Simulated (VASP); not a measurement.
Write the native input for VASP 6.6.1 that does the following.

```
Task                   : electric field gradients
Functional             : PBEsol
Potentials or basis    : VASP PAW PBE potentials, release 64 (Y_sv, Te)
Cutoff                 : 520 eV
k mesh                 : 12 × 12 × 12
Occupations            : fermi-dirac, width 0.05 eV
Spin                   : no spin polarisation
Dipole correction      : no
Further INCAR settings : ALGO = Normal; EDIFF = 1e-08; NBANDS = 16
```

The structure of YTe lies in POSCAR:

```
YTe
1.0
    0.0000000000      3.0270463636      3.0270463636
    3.0270463636      0.0000000000      3.0270463636
    3.0270463636      3.0270463636      0.0000000000
Y Te
1 1
Direct
    0.0000000000      0.0000000000      0.0000000000
    0.5000000000      0.5000000000      0.5000000000
```

This cell differs from its parent crystal: volume scaled by 0.98.

One way to write it, as run:

INCAR

```
ALGO = Normal
EDIFF = 1E-8
ENCUT = 520
GGA = PS
ISIF = 2
ISMEAR = -1
LASPH = True
LCHARG = False
LEFG = True
LREAL = False
LWAVE = False
NBANDS = 16
NELM = 80
PREC = Accurate
SIGMA = 0.05
```

KPOINTS

```
k-points
0
Gamma
  12 12 12
```

Potentials or basis: VASP PAW PBE potentials, release 64 (Y_sv, Te).

The run is started by

```sh
$ cat potpaw_PBE.64/Y_sv/POTCAR potpaw_PBE.64/Te/POTCAR > POTCAR
$ mpirun -np 1 vasp_std > vasp.out
```

Results of the run:

```yaml
Pressure: 0.9 GPa
```

Caveat: without QUAD_EFG the Cq values of the log hold for a quadrupole moment of 1 mb, not for the nuclei; the PAW data sets were made with another functional, which shifts forces and pressure a little.

Wall time 36 s on 1 thread of AMD EPYC 9R45 96-Core Processor (Zen 5) (shared host), peak memory 0.21 GiB.
